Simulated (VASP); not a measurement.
# Sc2Al (P6_3/mmc) in VASP: a series of runs, part 2 of 2

VASP 6.6.1. Earlier steps stand in the parts before.

## 3. Single point, PBEsol

INCAR reads:

```
ALGO     = Fast           # electronic algorithm
EDIFF    = 1E-6           # SCF threshold, eV
ENCUT    = 520            # plane-wave cutoff, eV
GGA      = PS             # functional
ISIF     = 2              # what is computed and relaxed
ISMEAR   = 0              # smearing method
LASPH    = T              # aspherical terms in the spheres
LCHARG   = F              # write CHGCAR
LREAL    = F              # projectors in reciprocal space
LWAVE    = F              # write WAVECAR
NBANDS   = 34             # bands
NELM     = 80             # most SCF steps
PREC     = Accurate       # precision mode
SIGMA    = 0.15           # smearing width, eV
```

KPOINTS reads:

```
k-points
0
Gamma
  12 12 8
```

POSCAR reads:

```
Sc2Al
1.0
    4.8508989722      0.0000000000      0.0000000000
   -2.4254494861      4.2010017412      0.0000000000
    0.0000000000      0.0000000000      6.0854513202
Sc Al
4 2
Direct
    0.0000000000      0.0000000000      0.0000000000
    0.0000000000      0.0000000000      0.5000000000
    0.3333333333      0.6666666667      0.7500000000
    0.6666666667      0.3333333333      0.2500000000
    0.3333333333      0.6666666667      0.2500000000
    0.6666666667      0.3333333333      0.7500000000
```

Potentials or basis: VASP PAW PBE potentials, release 64 (Sc_sv, Al).

Launch:

```sh
cat potpaw_PBE.64/Sc_sv/POTCAR potpaw_PBE.64/Al/POTCAR > POTCAR
mpirun -np 1 vasp_std > vasp.out
```

OUTCAR:

```text
EDIFF = 1E-6
   ENCUT = 520
   GGA = PS
   ISIF = 2
   ISMEAR = 0
   LASPH = T
   LREAL = F
   NELM = 80
   PREC = Accurate

 ion  position               nearest neighbor table
   1  0.000  0.000  0.000-   2 3.04   2 3.04   4 3.19   5 3.19   6 3.19   3 3.19   4 3.19   6 3.19
                             3 3.19   5 3.19   4 3.19   6 3.19   3 3.19   5 3.19
   2  0.000  0.000  0.500-   1 3.04   1 3.04   4 3.19   5 3.19   6 3.19   3 3.19   4 3.19   6 3.19
                             3 3.19   5 3.19   4 3.19   6 3.19   3 3.19   5 3.19
   3  0.333  0.667  0.750-   6 2.80   6 2.80   6 2.80   5 3.04   5 3.04   1 3.19   2 3.19   2 3.19
                             1 3.19   2 3.19   1 3.19
   4  0.667  0.333  0.250-   5 2.80   5 2.80   5 2.80   6 3.04   6 3.04   1 3.19   2 3.19   1 3.19
                             2 3.19   1 3.19   2 3.19
   5  0.333  0.667  0.250-   4 2.80   4 2.80   4 2.80   3 3.04   3 3.04   1 3.19   2 3.19   2 3.19
                             1 3.19   2 3.19   1 3.19
   6  0.667  0.333  0.750-   3 2.80   3 2.80   3 2.80   4 3.04   4 3.04   1 3.19   2 3.19   1 3.19
                             2 3.19   1 3.19   2 3.19

  LATTYP: Found a hexagonal cell.
 ALAT       =     4.8508989722
 C/A-ratio  =     1.2544997031

  Lattice vectors:

 A1 = (   4.8508989722,   0.0000000000,   0.0000000000)
 A2 = (  -2.4254494861,   4.2010017412,   0.0000000000)
 A3 = (   0.0000000000,   0.0000000000,   6.0854513202)

Analysis of symmetry for initial positions (statically):
=====================================================================
 Subroutine PRICEL returns:
 Original cell was already a primitive cell.

 Routine SETGRP: Setting up the symmetry group for a
 hexagonal supercell.

 Subroutine GETGRP returns: Found 24 space group operations
 (whereof 12 operations were pure point group operations)
 out of a pool of 24 trial point group operations.

The static configuration has the point symmetry D_3d.
 The point group associated with its full space group is D_6h.

Analysis of symmetry for dynamics (positions and initial velocities):
=====================================================================
[... 139 lines left out ...]
     AMIX_MAG =   1.60;   BMIX_MAG =  1.00
  volume/ion in A,a.u.               =      20.67       139.48
  Fermi-wavevector in a.u.,A,eV,Ry     =   1.209416  2.285464 19.901050  1.462686
  Thomas-Fermi vector in A             =   2.344994
   LORBIT       =      0    0 simple, 1 ext, 2 COOP (PROOUT), +10 PAW based schemes
   GGA     = PS    functional components
   LHFCALC =     F    Hartree Fock is set to
   AEXX    =    0.0000 exact exchange contribution
   IVDW    =     0    specifies the selected vdW correction
   LEPSILON=     F    determine dielectric tensor
   LRPA    =     F    only Hartree local field effects (RPA)
 non-spin polarized calculation
 RMM-DIIS sequential band-by-band and
 Gauss-broadening in eV      SIGMA  =   0.15
  energy-cutoff  :      520.00
  volume of cell :      124.01
 maximum number of plane-waves:      3369
   NGX = 19   NGY = 19   NGZ = 23

 number of electron      50.0000005 magnetization

 Free energy of the ion-electron system (eV)
  ---------------------------------------------------
  ext. energy  EPLUGINS =         0.00000000
  ---------------------------------------------------
  free energy    TOTEN  =       -36.75925178 eV

  energy without entropy =      -36.67220002  energy(sigma->0) =      -36.71572590

 E-fermi :   4.9286     XC(G=0): -10.3067

 val. band max:        4.9283555205   @ k =   0.0833   0.0833   0.3750
 cond. band min:       4.9320267044   @ k =   0.2500   0.2500   0.0000
 fundamental gap:      0.0036711839
 Fermi energy:         4.9285773626

 k-point     1 :       0.0000    0.0000    0.0000
  band No.  band energies     occupation
      1     -44.2747      2.00000
      2     -44.2094      2.00000
      3     -44.1800      2.00000
      4     -44.1641      2.00000
      5     -23.1595      2.00000
      6     -23.1082      2.00000
[... 877 lines left out ...]
     33       7.0447      0.00000
     34       7.6004      0.00000

 [... further k-points ...]
[... 5 lines left out ...]
  --------------------------------------------------------------------------------------
  -------------------------------------------------------------------------------------
  Total        0.0562821      0.0562821      0.1473267     -0.0000000      0.0000000     -0.0000000
  in kB        0.7271317      0.7271317      1.9033738     -0.0000000      0.0000000     -0.0000000
  external PRESSURE =       1.1192124 kB  Pullay stress =       0.0000000 kB

 VOLUME and BASIS-vectors are now :
 -----------------------------------------------------------------------------
  energy-cutoff  :      520.00
  volume of cell :      124.01
      direct lattice vectors                 reciprocal lattice vectors
     4.850898972  0.000000000  0.000000000     0.206147357  0.119019232  0.000000000
    -2.425449486  4.201001741  0.000000000     0.000000000  0.238038464  0.000000000
     0.000000000  0.000000000  6.085451320     0.000000000  0.000000000  0.164326349

 POSITION                                       TOTAL-FORCE (eV/Angst)
 -----------------------------------------------------------------------------------
      0.00000      0.00000      0.00000        -0.000000     -0.000000      0.000000
      0.00000      0.00000      3.04273        -0.000000     -0.000000      0.000000
     -0.00000      2.80067      4.56409         0.000000      0.000000      0.000000
      2.42545      1.40033      1.52136        -0.000000     -0.000000      0.000000
     -0.00000      2.80067      1.52136        -0.000000     -0.000000      0.000000
      2.42545      1.40033      4.56409        -0.000000      0.000000      0.000000
 -----------------------------------------------------------------------------------
    total drift:                                0.000000     -0.000000      0.000000

  FREE ENERGIE OF THE ION-ELECTRON SYSTEM (eV)
  ---------------------------------------------------
  free  energy   TOTEN  =       -36.7592517837 eV

  energy  without entropy=      -36.6722000246  energy(sigma->0) =      -36.71572590
```

Wall time 3.5 min (1 thread of Intel Xeon 6975P-C (Granite Rapids), shared host); peak memory 0.45 GiB.

What came out:

```yaml
Free_energy: -36.7593 eV
Pressure: 0.1 GPa
Band_gap_on_the_k_mesh: zero (bands 25 and 26 overlap by 0.76 eV)
```

Stress tensor (GPa, compression positive):
```
0.07 0.00 0.00
0.00 0.07 0.00
0.00 0.00 0.19
```

Caveat: the PAW data sets were made with another functional, which shifts forces and pressure a little.
